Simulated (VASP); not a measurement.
# Cd2S (P3m1) in VASP: a series of runs

The runs below take Cd2S through single point, relaxation of cell and atoms, with PBE.

Program: VASP 6.6.1. These are calculated values, not measurements. Logs are shortened: lines on timing, memory, paths and dates and some standing lists are left out, and cuts for length are marked.

## Step 1: The cell of the first run

Symmetry: P3m1, No. 156, trigonal system. Conventional cell: a = 3.963 Å, b = 3.963 Å, c = 5.809 Å, α = 90.00°, β = 90.00°, γ = 120.00°. Cd (site symmetry 3m) has 3 S at 2.60 Å and 3 Cd at 3.08 Å within 3.4 Å. Cd (site symmetry 3m) has 2 S at 2.52 to 3.29 Å and 3 Cd at 3.08 Å within 3.3 Å. S (site symmetry 3m) has 5 Cd at 2.52 to 3.29 Å within 3.3 Å.

## Step 2: Single point, PBE

File INCAR:

```
SYSTEM = Cd2S
PREC = Accurate
ENCUT = 520
EDIFF = 1E-6
ISMEAR = 0
SIGMA = 0.1
LREAL = .False.
LASPH = .True.
NELM = 100
ALGO = Normal
ISIF = 2
LWAVE = .False.
LCHARG = .False.
GGA = PE
NBANDS = 22
```

File KPOINTS:

```
Automatic mesh
0
Gamma
  6 6 4
  0 0 0
```

File POSCAR:

```
Cd2S
1.0
    3.9626700800      0.0000000000      0.0000000000
   -1.9813350400      3.4317729600      0.0000000000
    0.0000000000      0.0000000000      5.8091921800
Cd S
2 1
Direct
    0.6666666700      0.3333333300      0.5787349900
    0.3333333300      0.6666666700      0.9327170300
    0.3333333300      0.6666666700      0.3657050100
```

Potentials or basis: VASP PAW PBE potentials, release 64 (Cd, S).

Run with:

```sh
cat potpaw_PBE.64/Cd/POTCAR potpaw_PBE.64/S/POTCAR > POTCAR
mpirun -np 1 vasp_std > vasp.out
```

OUTCAR:

```text
SYSTEM = Cd2S
   PREC = Accurate
   ENCUT = 520
   EDIFF = 1E-6
   ISMEAR = 0
   LREAL = .False.
   LASPH = .True.
   NELM = 100
   ISIF = 2
   GGA = PE

 ion  position               nearest neighbor table
   1  0.667  0.333  0.579-   3 2.60   3 2.60   3 2.60   2 3.08   2 3.08   2 3.08
   2  0.333  0.667  0.933-   3 2.52   1 3.08   1 3.08   1 3.08
   3  0.333  0.667  0.366-   2 2.52   1 2.60   1 2.60   1 2.60

  LATTYP: Found a hexagonal cell.
 ALAT       =     3.9626700800
 C/A-ratio  =     1.4659792672

  Lattice vectors:

 A1 = (   3.9626700800,   0.0000000000,   0.0000000000)
 A2 = (  -1.9813350400,   3.4317729600,   0.0000000000)
 A3 = (   0.0000000000,   0.0000000000,   5.8091921800)

Analysis of symmetry for initial positions (statically):
=====================================================================
 Subroutine PRICEL returns:
 Original cell was already a primitive cell.

 Routine SETGRP: Setting up the symmetry group for a
 hexagonal supercell.

 Subroutine GETGRP returns: Found  6 space group operations
 (whereof  6 operations were pure point group operations)
 out of a pool of 24 trial point group operations.

The static configuration has the point symmetry C_3v.

Analysis of symmetry for dynamics (positions and initial velocities):
=====================================================================
 Subroutine PRICEL returns:
 Original cell was already a primitive cell.

 Routine SETGRP: Setting up the symmetry group for a
 hexagonal supercell.

 Subroutine GETGRP returns: Found  6 space group operations
 (whereof  6 operations were pure point group operations)
 out of a pool of 24 trial point group operations.

The dynamic configuration has the point symmetry C_3v.

 Subroutine INISYM returns: Found  6 space group operations
 (whereof  6 operations are pure point group operations),
 and found     1 'primitive' translations

----------------------------------------------------------------------------------------

                                     Primitive cell

  volume of cell :      78.9991

  direct lattice vectors                    reciprocal lattice vectors
     3.962670080  0.000000000  0.000000000     0.252355099  0.145697284  0.000000000
    -1.981335040  3.431772960  0.000000000     0.000000000  0.291394568  0.000000000
     0.000000000  0.000000000  5.809192180     0.000000000  0.000000000  0.172140974

  length of vectors
     3.962670080  3.962670083  5.809192180     0.291394568  0.291394568  0.172140974

  position of ions in fractional coordinates (direct lattice)
     0.666666670  0.333333330  0.578734990
     0.333333330  0.666666670  0.932717030
     0.333333330  0.666666670  0.365705010

  ion indices of the primitive-cell ions
   primitive index   ion index
                 1           1
                 2           2
                 3           3

----------------------------------------------------------------------------------------

 KPOINTS: Automatic mesh

Automatic generation of k-mesh.
 Grid dimensions read from file:
 generate k-points for:    6    6    4

 Generating k-lattice:

  Cartesian coordinates                     Fractional coordinates (reciprocal lattice)
     0.042059183  0.024282881  0.000000000     0.166666667  0.000000000  0.000000000
     0.000000000  0.048565761  0.000000000     0.000000000  0.166666667  0.000000000
     0.000000000  0.000000000  0.043035243     0.000000000  0.000000000  0.250000000

  Length of vectors
     0.048565761  0.048565761  0.043035243

  Shift w.r.t. Gamma in fractional coordinates (k-lattice)
     0.000000000  0.000000000  0.000000000

 Subroutine IBZKPT returns following result:
 ===========================================

 Found     24 irreducible k-points:

 Following reciprocal coordinates:
            Coordinates               Weight
  0.000000  0.000000  0.000000      1.000000
  0.166667  0.000000  0.000000      6.000000
  0.333333  0.000000  0.000000      6.000000
  0.500000  0.000000  0.000000      3.000000
  0.166667  0.166667  0.000000      6.000000
  0.333333  0.166667  0.000000     12.000000
[... 16 lines left out ...]
  0.333333  0.166667  0.500000     12.000000
  0.333333  0.333333  0.500000      2.000000
   k-points           NKPTS =     24   k-points in BZ     NKDIM =     24   number of bands    NBANDS=     22
   number of dos      NEDOS =    301   number of ions     NIONS =      3
   total plane-waves  NPLWV =  43200
   dimension x,y,z NGX =    30 NGY =   30 NGZ =   48
   dimension x,y,z NGXF=    60 NGYF=   60 NGZF=   96
   ions per type =               2   1
   NGX,Y,Z   is equivalent  to a cutoff of  12.59, 12.59, 13.74 a.u.
   NGXF,Y,Z  is equivalent  to a cutoff of  25.17, 25.17, 27.47 a.u.
 SYSTEM =  Cd2S
   PREC   = accura    normal or accurate (medium, high low for compatibility)
   ISTART =      0    job   : 0-new  1-cont  2-samecut
   ICHARG =      2    charge: 1-file 2-atom 10-const
   ISPIN  =      1    spin polarized calculation?
   LNONCOLLINEAR =      F non collinear calculations
   LSORBIT =      F    spin-orbit coupling
   LASPH  =      T    aspherical Exc in radial PAW
   ENCUT  =  520.0 eV  38.22 Ry    6.18 a.u.   7.37  7.37 10.80*2*pi/ulx,y,z
   NELM   =    100;   NELMIN=  2; NELMDL= -5     # of ELM steps
   EDIFF  = 0.1E-05   stopping-criterion for ELM
   LREAL  =      F    real-space projection
   EDIFFG = 0.1E-04   stopping-criterion for IOM
   NSW    =      0    number of steps for IOM
   IBRION =     -1    ionic relax: 0-MD 1-quasi-New 2-CG
   NFREE  =      0    steps in history (QN), initial steepest desc. (CG)
   ISIF   =      2    stress and relaxation
   ISYM   =      2    0-nonsym 1-usesym 2-fastsym
   POTIM  = 0.5000    time-step for ionic-motion
   TEBEG  =    0.0;   TEEND  =   0.0 temperature during run
   PSTRESS=    0.0 pullay stress
   NELECT =      30.0000    total number of electrons
   NUPDOWN=      -1.0000    fix difference up-down
   EMIN   =  10.00;   EMAX   =-10.00  energy-range for DOS
   EFERMI =   0.00;   METHOD = LEGACY
   ISMEAR =     0;   SIGMA  =   0.10  broadening in eV -4-tet -1-fermi 0-gaus
   EFERMI_NEDOS =   21; number of points for ismear=-14 and -15
   IALGO  =     38    algorithm
   IMIX   =      4    mixing-type and parameters
     AMIX     =   0.40;   BMIX     =  1.00
     AMIX_MAG =   1.60;   BMIX_MAG =  1.00
  volume/ion in A,a.u.               =      26.33       177.70
  Fermi-wavevector in a.u.,A,eV,Ry     =   1.185517  2.240303 19.122321  1.405451
  Thomas-Fermi vector in A             =   2.321709
   LORBIT       =      0    0 simple, 1 ext, 2 COOP (PROOUT), +10 PAW based schemes
   GGA     = PE    functional components
   LHFCALC =     F    Hartree Fock is set to
   AEXX    =    0.0000 exact exchange contribution
   IVDW    =     0    specifies the selected vdW correction
   LEPSILON=     F    determine dielectric tensor
   LRPA    =     F    only Hartree local field effects (RPA)
 non-spin polarized calculation
 Gauss-broadening in eV      SIGMA  =   0.10
  energy-cutoff  :      520.00
  volume of cell :       79.00
 maximum number of plane-waves:      2158
 NGX is ok and might be reduce to    30
   NGX = 15   NGY = 15   NGZ = 21

 number of electron      29.9999999 magnetization

 Free energy of the ion-electron system (eV)
  ---------------------------------------------------
  ext. energy  EPLUGINS =         0.00000000
  ---------------------------------------------------
  free energy    TOTEN  =        -6.22619725 eV

  energy without entropy =       -6.22321262  energy(sigma->0) =       -6.22470494

 E-fermi :   1.6124     XC(G=0):  -9.2930

 val. band max:        1.5741360614   @ k =   0.3333   0.3333   0.2500
 cond. band min:       1.6728639500   @ k =   0.5000   0.0000   0.2500
 fundamental gap:      0.0987278886
 Fermi energy:         1.6123845644

 k-point     1 :       0.0000    0.0000    0.0000
  band No.  band energies     occupation
      1     -11.2753      2.00000
      2      -7.0138      2.00000
      3      -7.0138      2.00000
      4      -6.9196      2.00000
      5      -6.9196      2.00000
      6      -6.8409      2.00000
[... 14 lines left out ...]
     21       9.6704      0.00000
     22      11.3572      0.00000

 k-point     2 :       0.1667    0.0000    0.0000
  band No.  band energies     occupation
      1     -11.1872      2.00000
      2      -7.0234      2.00000
      3      -7.0103      2.00000
      4      -6.9176      2.00000
      5      -6.8644      2.00000
      6      -6.7802      2.00000
[... 14 lines left out ...]
     21       9.7175      0.00000
     22      10.6824      0.00000

 k-point     3 :       0.3333    0.0000    0.0000
  band No.  band energies     occupation
      1     -11.0085      2.00000
      2      -7.0196      2.00000
      3      -7.0180      2.00000
      4      -6.9189      2.00000
      5      -6.7647      2.00000
      6      -6.7439      2.00000
[... 14 lines left out ...]
     21       9.4456      0.00000
     22       9.9118      0.00000

 k-point     4 :       0.5000    0.0000    0.0000
  band No.  band energies     occupation
      1     -10.9184      2.00000
      2      -7.0304      2.00000
      3      -6.9880      2.00000
      4      -6.9465      2.00000
      5      -6.7603      2.00000
      6      -6.6883      2.00000
[... 14 lines left out ...]
     21       9.2061      0.00000
     22       9.9429      0.00000

 k-point     5 :       0.1667    0.1667    0.0000
  band No.  band energies     occupation
      1     -11.0538      2.00000
      2      -7.0394      2.00000
      3      -7.0038      2.00000
      4      -6.8968      2.00000
      5      -6.8004      2.00000
      6      -6.7510      2.00000
[... 417 lines left out ...]
 k-point    22 :       0.1667    0.1667    0.5000
  band No.  band energies     occupation
      1     -10.9485      2.00000
      2      -7.2168      2.00000
      3      -6.9869      2.00000
      4      -6.9526      2.00000
      5      -6.9280      2.00000
      6      -6.7980      2.00000
[... 14 lines left out ...]
     21      10.0347      0.00000
     22      11.0381      0.00000

 k-point    23 :       0.3333    0.1667    0.5000
  band No.  band energies     occupation
      1     -10.8202      2.00000
      2      -7.1859      2.00000
      3      -6.9964      2.00000
      4      -6.9325      2.00000
      5      -6.8658      2.00000
      6      -6.7165      2.00000
[... 14 lines left out ...]
     21      10.2154      0.00000
     22      10.4554      0.00000

 k-point    24 :       0.3333    0.3333    0.5000
  band No.  band energies     occupation
      1     -10.7782      2.00000
      2      -7.1496      2.00000
      3      -7.0214      2.00000
      4      -6.9186      2.00000
      5      -6.8059      2.00000
      6      -6.7792      2.00000
[... 14 lines left out ...]
     21      10.3198      0.00000
     22      10.7311      0.00000

------------------------ aborting loop because EDIFF is reached ----------------------------------------

  FORCE on cell =-STRESS in cart. coord.  units (eV):
  Direction    XX          YY          ZZ          XY          YZ          ZX
  --------------------------------------------------------------------------------------
  -------------------------------------------------------------------------------------
  Total        0.0099511      0.0099511      0.0611165      0.0000000      0.0000000      0.0000000
  in kB        0.2018179      0.2018179      1.2395011      0.0000000      0.0000000      0.0000000
  external PRESSURE =       0.5477123 kB  Pullay stress =       0.0000000 kB

 VOLUME and BASIS-vectors are now :
 -----------------------------------------------------------------------------
  energy-cutoff  :      520.00
  volume of cell :       79.00
      direct lattice vectors                 reciprocal lattice vectors
     3.962670080  0.000000000  0.000000000     0.252355099  0.145697284  0.000000000
    -1.981335040  3.431772960  0.000000000     0.000000000  0.291394568  0.000000000
     0.000000000  0.000000000  5.809192180     0.000000000  0.000000000  0.172140974

 POSITION                                       TOTAL-FORCE (eV/Angst)
 -----------------------------------------------------------------------------------
      1.98134      1.14392      3.36198         0.000000     -0.000000     -0.039857
     -0.00000      2.28785      5.41833        -0.000000      0.000000      0.027913
     -0.00000      2.28785      2.12445         0.000000     -0.000000      0.011944
 -----------------------------------------------------------------------------------
    total drift:                                0.000012     -0.000007     -0.000168

  FREE ENERGIE OF THE ION-ELECTRON SYSTEM (eV)
  ---------------------------------------------------
  free  energy   TOTEN  =        -6.2261972528 eV

  energy  without entropy=       -6.2232126215  energy(sigma->0) =       -6.22470494
```

Wall time 29 s (1 thread of Intel Xeon 6975P-C, shared host); peak memory 0.21 GiB.

What came out:

```yaml
Free_energy: -6.2262 eV
Pressure: 0.1 GPa
Largest_force: 0.040 eV/Å
Band_gap_on_the_k_mesh: 0.10 eV, indirect (least direct gap 0.47 eV)
```

Forces on the atoms (eV/Å):
```
Cd   0.000  0.000 -0.040
Cd   0.000  0.000  0.028
S    0.000  0.000  0.012
```

A k mesh can miss the band edges.

## Step 3: Single point, PBE

File INCAR:

```
SYSTEM = Cd2S
PREC     = Accurate       ! precision mode
ENCUT    = 520            ! plane-wave cutoff, eV
EDIFF    = 1E-6           ! SCF threshold, eV
ISMEAR   = 0              ! smearing method
SIGMA    = 0.01           ! smearing width, eV
LREAL    = .FALSE.        ! projectors in reciprocal space
LASPH    = .TRUE.         ! aspherical terms in the spheres
NELM     = 100            ! most SCF steps
ALGO     = Normal         ! electronic algorithm
ISIF     = 2              ! what is computed and relaxed
LWAVE    = .FALSE.        ! write WAVECAR
LCHARG   = .TRUE.         ! write CHGCAR
GGA      = PE             ! functional
LELF     = .TRUE.         ! ELF
LVHAR    = .TRUE.       
NBANDS   = 22             ! bands
```

File KPOINTS:

```
Automatic mesh
0
G
  12 12 6
  0 0 0
```

File POSCAR:

```
Cd2S
1.0
    3.9613443156      0.0000000000      0.0000000000
   -1.9806721578      3.4306248105      0.0000000000
    0.0000000000      0.0000000000      5.8073826153
Cd S
2 1
Direct
    0.6666666667      0.3333333333      0.5771263181
    0.3333333333      0.6666666667      0.9337617211
    0.3333333333      0.6666666667      0.3662689908
```

Potentials or basis: VASP PAW PBE potentials, release 64 (Cd, S).

Run with:

```sh
cat potpaw_PBE.64/Cd/POTCAR potpaw_PBE.64/S/POTCAR > POTCAR
mpirun -np 1 vasp_std > vasp.out
```

It took 2.5 min on 1 thread of Intel Xeon 6975P-C, shared host; peak memory 0.3 GiB.

It converged, with:

```yaml
Free_energy: -6.2439 eV
Pressure: 0.3 GPa
Largest_force: 0.024 eV/Å
Band_gap_on_the_k_mesh: 0.12 eV, indirect (least direct gap 0.37 eV)
```

Forces in eV/Å, atoms in the order of the input:
```
Cd   0.000  0.000  0.024
Cd   0.000  0.000 -0.022
S    0.000  0.000 -0.002
```

Stress tensor (GPa, compression positive):
```
0.22 0.00 0.00
0.00 0.22 0.00
0.00 0.00 0.35
```

Levels at points of the mesh, in eV from the valence-band top:
```
           k point  band 11  band 12  band 13  band 14  band 15  band 16  band 17  band 18  band 19  band 20
(0.00, 0.00, 0.00)    -7.81    -4.59    -3.83    -0.89    -0.89     3.05     4.91     6.67     6.67     8.16
(0.50, 0.00, 0.00)    -7.64    -4.62    -3.15    -1.76    -1.37     0.44     3.02     4.57     5.69     7.30
(0.00, 0.00, 0.50)    -7.82    -6.06    -0.81    -0.81    -0.34     1.01     4.60     6.26     6.26     7.79
(0.50, 0.00, 0.50)    -7.66    -4.22    -3.87    -1.56    -1.09     1.44     3.23     4.36     5.55     6.17
```

## Step 4: Relaxation of cell and atoms, PBE

File INCAR:

```
PREC = Accurate
ENCUT = 600
EDIFF = 1E-7
ISMEAR = 0
SIGMA = 0.01
LREAL = False
LASPH = True
NELM = 80
ALGO = Normal
ISIF = 3
LWAVE = False
LCHARG = False
GGA = PE
IBRION = 2
NSW = 100
EDIFFG = -0.01
```

File KPOINTS:

```
Automatic mesh
0
Gamma
  12 12 6
```

File POSCAR:

```
Cd2S
1.0
    3.9626700800      0.0000000000      0.0000000000
   -1.9813350400      3.4317729600      0.0000000000
    0.0000000000      0.0000000000      5.8091921800
Cd S
2 1
Direct
    0.6666666700      0.3333333300      0.5787349900
    0.3333333300      0.6666666700      0.9327170300
    0.3333333300      0.6666666700      0.3657050100
```

Run with:

```sh
cat potpaw_PBE.64/Cd/POTCAR potpaw_PBE.64/S/POTCAR > POTCAR
mpirun -np 1 vasp_std > vasp.out
```

Run time: 5.3 min. Hardware: 1 thread of Intel Xeon 6975P-C, shared host; peak memory 0.34 GiB.

The run converged. Its results:

| Quantity | Value |
| --- | --- |
| Free energy | -6.2436 eV |
| Relaxed volume | 26.42 Å³/atom |
| Relaxed cell | a = 3.968 Å, b = 3.968 Å, c = 5.813 Å, α = 90.00°, β = 90.00°, γ = 120.00° |
| Space group after relaxing (to 0.05 Å) | P3m1 (No. 156) |
| Energy gained by relaxing | 0.1 meV/atom |
| Ionic steps | 5 |
| Pressure after relaxing | 0.0 GPa |
| Largest force after relaxing | 0.005 eV/Å |
| Band gap on the k mesh | 0.13 eV, indirect (least direct gap 0.37 eV) |

Forces in eV/Å, atoms in the order of the input:
```
Cd   0.000  0.000  0.005
Cd   0.000  0.000 -0.005
S    0.000  0.000  0.000
```

The path:
```tsv
step	energy change (eV)	largest force (eV/Å)	pressure (GPa)	volume (Å³)
1	0.0000	0.0466	0.06	79.00
2	-0.0002	0.0359	0.02	79.12
3	-0.0003	0.0200	-0.04	79.30
4	-0.0003	0.0139	-0.06	79.38
5	-0.0004	0.0053	0.03	79.26
```

Final structure:
```yaml
crystal:
  lattice:
    - [3.96783, 0.00000, 0.00000]
    - [-1.98391, 3.43624, 0.00000]
    - [0.00000, 0.00000, 5.81344]
  atoms:
    - { symbol: Cd, position: [0.66667, 0.33333, 0.57721] }
    - { symbol: Cd, position: [0.33333, 0.66667, 0.93356] }
    - { symbol: S, position: [0.33333, 0.66667, 0.36639] }
```

Levels at points of the mesh, in eV from the valence-band top:
| k point | band 11 | band 12 | band 13 | band 14 | band 15 | band 16 | band 17 | band 18 | band 19 |
| --- | --- | --- | --- | --- | --- | --- | --- | --- | --- |
| (0.00, 0.00, 0.00) | -7.80 | -4.57 | -3.80 | -0.88 | -0.88 | 3.04 | 4.91 | 6.66 | 6.66 |
| (0.50, 0.00, 0.00) | -7.63 | -4.59 | -3.12 | -1.75 | -1.36 | 0.45 | 3.03 | 4.58 | 5.68 |
| (0.00, 0.00, 0.50) | -7.81 | -6.03 | -0.80 | -0.80 | -0.33 | 1.01 | 4.61 | 6.26 | 6.26 |
| (0.50, 0.00, 0.50) | -7.65 | -4.20 | -3.85 | -1.55 | -1.07 | 1.44 | 3.23 | 4.36 | 5.54 |

## Step 5: Overview

| task | cell | k mesh | cutoff (eV) | smearing | gap on the mesh (eV) | pressure (GPa) | largest force (eV/Å) |
| --- | --- | --- | --- | --- | --- | --- | --- |
| single point | a = 3.963, b = 3.963, c = 5.809 Å, angles 90.0, 90.0, 120.0°, 3 atoms | 6 × 6 × 4 | 520 | gaussian 0.1 eV | 0.10 | 0.1 | 0.04 |
| single point | a = 3.961, b = 3.961, c = 5.807 Å, angles 90.0, 90.0, 120.0°, 3 atoms | 12 × 12 × 6 | 520 | gaussian 0.01 eV | 0.12 | 0.3 | 0.02 |
| relaxation of cell and atoms | relaxed from a = 3.963, b = 3.963, c = 5.809 Å, angles 90.0, 90.0, 120.0°, 3 atoms | 12 × 12 × 6 | 600 | gaussian 0.01 eV | 0.13 | 0.0 | 0.01 |

Alike in all rows: level PBE; potentials or basis VASP PAW PBE potentials, release 64 (Cd, S); no spin polarisation.

Total energies depend on the potentials used, so only differences within one code and one set of settings carry meaning.
